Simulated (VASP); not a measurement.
Write the native input for VASP 6.6.1 that does the following.

```
Task                   : relaxation of cell and atoms
Functional             : PBEsol
Potentials or basis    : VASP PAW PBE potentials, release 64 (Zr_sv, Si, Sb)
Cutoff                 : 600 eV
k mesh                 : 4 × 4 × 4
Occupations            : fermi-dirac, width 0.03 eV
Spin                   : no spin polarisation
Dipole correction      : no
Further INCAR settings : ALGO = Normal; EDIFF = 1e-06; IBRION = 2; EDIFFG = -0.01; NSW = 100; ISIF = 3
```

The structure of ZrSi2Sb4 lies in POSCAR:

```
ZrSi2Sb4
1.0
    5.7073342300      0.0000000000      0.0000000000
    0.0000000000      5.7073342300      0.0000000000
    0.0000000000      0.0000000000      5.8877403000
Zr Si Sb
1 2 4
Direct
    0.0000000000      0.0000000000      0.0000000000
    0.5000000000      0.0000000000      0.5000000000
    0.0000000000      0.5000000000      0.5000000000
    0.7279386500      0.2720613500      0.7636109300
    0.2720613500      0.2720613500      0.2363890700
    0.2720613500      0.7279386500      0.7636109300
    0.7279386500      0.7279386500      0.2363890700
```

One way to write it, as run:

INCAR

```
SYSTEM = ZrSi2Sb4
ALGO     = Normal         ! electronic algorithm
EDIFF    = 1E-6           ! SCF threshold, eV
EDIFFG   = -0.01          ! ionic threshold
ENCUT    = 600            ! plane-wave cutoff, eV
GGA      = PS             ! functional
IBRION   = 2              ! ionic algorithm
ISIF     = 3              ! what is computed and relaxed
ISMEAR   = -1             ! smearing method
LASPH    = .True.         ! aspherical terms in the spheres
LCHARG   = .False.        ! write CHGCAR
LREAL    = .False.        ! projectors in reciprocal space
LWAVE    = .False.        ! write WAVECAR
NELM     = 80             ! most SCF steps
NSW      = 100            ! ionic steps
PREC     = Accurate       ! precision mode
SIGMA    = 0.03           ! smearing width, eV
```

KPOINTS

```
k-points
0
Gamma
  4 4 4
  0 0 0
```

Potentials or basis: VASP PAW PBE potentials, release 64 (Zr_sv, Si, Sb).

The run is started by

```bash
$ cat potpaw_PBE.64/Zr_sv/POTCAR potpaw_PBE.64/Si/POTCAR potpaw_PBE.64/Sb/POTCAR > POTCAR
$ mpirun -np 1 vasp_std > vasp.out
```

Results of the run:

```
Relaxed volume                        : 29.81 Å³/atom
Relaxed cell                          : a = 5.627 Å, b = 5.627 Å, c = 6.589 Å, α = 90.00°, β = 90.00°, γ = 90.00°
Space group after relaxing (to 0.1 Å) : P-42m (No. 111)
Energy gained by relaxing             : 149.2 meV/atom
Ionic steps                           : 16
Pressure after relaxing               : 0.0 GPa
Largest force after relaxing          : 0.006 eV/Å
Band gap on the k mesh                : zero (bands 20 and 21 overlap by 0.58 eV)
```

Caveat: the PAW data sets were made with another functional, which shifts forces and pressure a little; spin-orbit coupling is left out, which moves the levels of the heavy elements.

It took 13 min on 1 thread of AMD EPYC 9R45 96-Core Processor (Zen 5), on a shared host, peak memory 0.38 GiB.
